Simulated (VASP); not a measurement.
# Ge (P4/mbm) in VASP: a series of runs, part 2 of 2

VASP 6.6.1. Earlier steps stand in the parts before.

### Step 5. Single point, PBE

This run uses another cell than the first one, of 20.99 Å³/atom.

The input, INCAR:

```
SYSTEM = Ge
PREC = Accurate
ENCUT = 520
EDIFF = 1E-6
ISMEAR = 0
SIGMA = 0.1
LREAL = .FALSE.
LASPH = .TRUE.
NELM = 60
ALGO = Normal
ISIF = 2
LWAVE = .FALSE.
LCHARG = .FALSE.
GGA = PE
NBANDS = 51
```

The input, KPOINTS:

```
regular mesh
0
G
  6 6 14
  0 0 0
```

The input, POSCAR:

```
Ge
1.0
    6.8213050381      0.0000000000      0.0000000000
    0.0000000000      6.8213050381      0.0000000000
    0.0000000000      0.0000000000      2.7067863407
Ge
6
Direct
    0.5000000000      0.5000000000      0.0000000000
    0.0000000000      0.0000000000      0.0000000000
    0.8661119800      0.6338880200      0.0000000000
    0.1338880200      0.3661119800      0.0000000000
    0.6338880200      0.1338880200      0.0000000000
    0.3661119800      0.8661119800      0.0000000000
```

On the command line:

```bash
$ cat potpaw_PBE.64/Ge_d/POTCAR > POTCAR
$ mpirun -np 1 vasp_std > vasp.out
```

It took 4.5 min on 1 thread of Intel Xeon Platinum 8488C (Sapphire Rapids), shared host; peak memory 0.46 GiB.

The run converged. Its results:

```yaml
Free_energy: -25.5702 eV
Pressure: -0.1 GPa
Band_gap_on_the_k_mesh: zero (bands 42 and 43 overlap by 3.26 eV)
```

Levels at points of the mesh, in eV from the Fermi level:
| k point | band 39 | band 40 | band 41 | band 42 | band 43 | band 44 | band 45 | band 46 |
| --- | --- | --- | --- | --- | --- | --- | --- | --- |
| (0.00, 0.00, 0.00) | -3.29 | -0.13 | 0.84 | 1.11 | 1.11 | 3.09 | 4.36 | 4.36 |
| (0.50, 0.00, 0.00) | -2.02 | -2.02 | -0.67 | -0.67 | 2.63 | 2.63 | 3.19 | 3.19 |
| (0.50, 0.50, 0.00) | -3.48 | -3.48 | -0.84 | -0.84 | 2.88 | 2.88 | 3.02 | 3.02 |
| (0.00, 0.00, 0.50) | -3.11 | -2.24 | -2.24 | -1.48 | -1.48 | -1.07 | -0.03 | 3.28 |
| (0.50, 0.00, 0.50) | -2.76 | -2.76 | -1.21 | -1.21 | -0.80 | -0.80 | 1.27 | 1.27 |
| (0.50, 0.50, 0.50) | -2.24 | -2.24 | -0.70 | -0.70 | -0.47 | -0.47 | -0.45 | -0.45 |

### Step 6. Relaxation of cell and atoms, PBE

This run uses another cell than the first one, of 20.97 Å³/atom.

The input, INCAR:

```
SYSTEM = Ge
PREC = Accurate
ENCUT = 600
EDIFF = 1E-7
ISMEAR = 0
SIGMA = 0.1
LREAL = .False.
LASPH = .True.
NELM = 100
ALGO = Fast
ISIF = 3
LWAVE = .False.
LCHARG = .False.
GGA = PE
IBRION = 2
NSW = 100
EDIFFG = -0.01
```

The input, KPOINTS:

```
regular mesh
0
Gamma
  6 6 14
  0 0 0
```

The input, POSCAR:

```
Ge
1.0
    6.7419677758      0.0000000000      0.0000000000
    0.0000000000      6.7419677758      0.0000000000
    0.0000000000      0.0000000000      2.7674113313
Ge
6
Direct
    0.5000000000      0.5000000000      0.0000000000
    0.0000000000      0.0000000000      0.0000000000
    0.8664394518      0.6335605482      0.0000000000
    0.1335605482      0.3664394518      0.0000000000
    0.6335605482      0.1335605482      0.0000000000
    0.3664394518      0.8664394518      0.0000000000
```

Potentials or basis: VASP PAW PBE potentials, release 64 (Ge_d).

On the command line:

```bash
$ cat potpaw_PBE.64/Ge_d/POTCAR > POTCAR
$ mpirun -np 1 vasp_std > vasp.out
```

It took 37 min on 1 thread of Oxide Virtual Turin-like, shared host; peak memory 0.51 GiB.

Results (log left out):

```
Free energy                           : -25.5706 eV
Relaxed volume                        : 20.99 Å³/atom
Relaxed cell                          : a = 6.821 Å, b = 6.821 Å, c = 2.707 Å, α = 90.00°, β = 90.00°, γ = 90.00°
Space group after relaxing (to 0.1 Å) : P4/mbm (No. 127)
Energy gained by relaxing             : 7.7 meV/atom
Ionic steps                           : 4
Pressure after relaxing               : 0.0 GPa
Largest force after relaxing          : 0.007 eV/Å
Band gap on the k mesh                : zero (bands 42 and 43 overlap by 3.27 eV)
```

Forces in eV/Å, atoms in the order of the input:
```
Ge   0.000  0.000  0.000
Ge   0.000  0.000  0.000
Ge   0.005 -0.005  0.000
Ge  -0.005  0.005  0.000
Ge  -0.005 -0.005  0.000
Ge   0.005  0.005  0.000
```

The path:
```
step  energy change (eV)  largest force (eV/Å)  pressure (GPa)  volume (Å³)
   1              0.0000                0.0981            0.28       125.79
   2             -0.0459                0.0177           -0.19       126.40
   3             -0.0459                0.0133           -0.19       126.38
   4             -0.0461                0.0073            0.04       125.94
```

Final structure:
```
Ge
1.0
     6.82067    0.00000    0.00000
     0.00000    6.82067    0.00000
     0.00000    0.00000    2.70713
Ge
6
Direct
  0.50000 0.50000 0.00000
  0.00000 0.00000 0.00000
  0.86602 0.63398 0.00000
  0.13398 0.36602 0.00000
  0.63398 0.13398 0.00000
  0.36602 0.86602 0.00000
```

Levels at points of the mesh, in eV from the Fermi level:
```csv
k point,band 40,band 41,band 42,band 43,band 44,band 45
"(0.00, 0.00, 0.00)",-0.12,0.84,1.11,1.11,3.09,4.36
"(0.50, 0.00, 0.00)",-2.02,-0.67,-0.67,2.63,2.63,3.19
"(0.50, 0.50, 0.00)",-3.48,-0.84,-0.84,2.88,2.88,3.03
"(0.00, 0.00, 0.50)",-2.24,-2.24,-1.48,-1.48,-1.07,-0.03
"(0.50, 0.00, 0.50)",-2.76,-1.21,-1.21,-0.80,-0.80,1.27
"(0.50, 0.50, 0.50)",-2.24,-0.70,-0.70,-0.47,-0.47,-0.45
```

### Step 7. The runs side by side

| task | cell | k mesh | cutoff (eV) | gap on the mesh (eV) | pressure (GPa) | relaxed volume (Å³/atom) | largest force (eV/Å) |
| --- | --- | --- | --- | --- | --- | --- | --- |
| single point | a = 6.322, b = 6.322, c = 2.505 Å, 6 atoms, atomic positions A | 4 × 4 × 6 | 520 | none | 24.5 | - | 0.07 |
| single point | a = 6.742, b = 6.742, c = 2.767 Å, 6 atoms, atomic positions B | 4 × 4 × 6 | 520 | none | 0.1 | - | - |
| relaxation of cell and atoms | relaxed from a = 6.322, b = 6.322, c = 2.505 Å, 6 atoms, atomic positions A | 4 × 4 × 6 | 600 | none | 0.0 | 20.96 | 0.04 |
| single point | a = 6.821, b = 6.821, c = 2.707 Å, 6 atoms, atomic positions C | 6 × 6 × 14 | 520 | none | -0.1 | - | - |
| relaxation of cell and atoms | relaxed from a = 6.742, b = 6.742, c = 2.767 Å, 6 atoms, atomic positions B | 6 × 6 × 14 | 600 | none | 0.0 | 20.99 | 0.01 |

Alike in all rows: level PBE; potentials or basis VASP PAW PBE potentials, release 64 (Ge_d); no spin polarisation; smearing gaussian 0.1 eV.

Caveats: some runs use coarse meshes; the volume moved by over 15 % at a fixed basis, so the end points are rough (at least some runs).

Absolute energies hang on the potentials; compare differences alone.
